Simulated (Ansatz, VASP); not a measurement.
# Two plane-wave programs on RbBr

File POSCAR:

```
RbBr
1.0
    0.0000000000      3.8694967701      3.8694967701
    3.9437911081      0.0000000000      3.8694967701
    3.9437911081      3.8694967701      0.0000000000
Rb Br
1 1
Direct
    0.0000000000      0.0000000000      0.0000000000
    0.2500000000      0.2500000000      0.2500000000
```

INCAR.step1

```
SYSTEM = RbBr
PREC = Accurate
ENCUT = 520
EDIFF = 1E-5
ISMEAR = 0
SIGMA = 0.01
LREAL = .FALSE.
LASPH = .TRUE.
NELM = 100
ALGO = Normal
ISIF = 2
LWAVE = .TRUE.
LCHARG = .FALSE.
NBANDS = 15
GGA = PE
```

File INCAR.step2:

```
SYSTEM = RbBr
PREC = Accurate
ENCUT = 520
EDIFF = 1E-6
ISMEAR = 0
SIGMA = 0.01
LREAL = .FALSE.
LASPH = .TRUE.
NELM = 100
ALGO = Normal
ISIF = 2
LWAVE = .FALSE.
LCHARG = .FALSE.
GGA = PE
LHFCALC = .TRUE.
HFSCREEN = 0.2079
PRECFOCK = Normal
NBANDS = 15
ISTART = 1
```

KPOINTS

```
Automatic mesh
0
G
  4 4 4
  0 0 0
```

Input for Ansatz:

```yaml
crystal:
  lattice:
    - [0.0, 3.8694967701, 3.8694967701]
    - [3.9437911081, 0.0, 3.8694967701]
    - [3.9437911081, 3.8694967701, 0.0]
  atoms:
    - { symbol: Rb, position: [0.0, 0.0, 0.0] }
    - { symbol: Br, position: [0.25, 0.25, 0.25] }
kpoints:
  mp_grid: { grid: [4, 4, 4] }
  band_path:
    path:
      - [0.0, 0.0, 0.0]
      - [-0.5, -0.5, 0.0]
      - [-0.375, -0.375, 0.25]
      - [-0.375, 0.0, 0.375]
      - [0.0, 0.0, 0.5]
      - [-0.5, -0.25, 0.25]
      - [0.0, 0.5, 0.5]
    npoints: 1
hamiltonian:
  xc: hse06
scf:
  occupations: { method: fixed }
  n_extra_bands: 4
output:
  forces: true
  stress: true
  eigenvalues: true
```

Change from the starting cell: uniaxial_x strain +1.9%.

Alike in both runs: task single point; functional HSE06; k mesh 4 × 4 × 4; no spin polarisation.

|  | VASP | Ansatz |
| --- | --- | --- |
| version | VASP 6.6.1 | Ansatz 0.2.0 |
| potentials or method | VASP PAW PBE potentials, release 64 (Rb_sv, Br) | plane waves, PAW |
| plane-wave cutoff (eV) | 520 | 420 |
| occupations | gaussian, width 0.01 eV | fixed |
| valence electrons in the cell | 16 | 16 |

|  | VASP | Ansatz | Ansatz less VASP |
| --- | --- | --- | --- |
| gap on the k mesh at the Fermi level (eV) | 5.14 | 5.14 | -0.004 |
| pressure (GPa) | -0.1 | -0.1 | -0.01 |

Ansatz's warnings: stress exchange threshold loose, stress scf threshold loose.
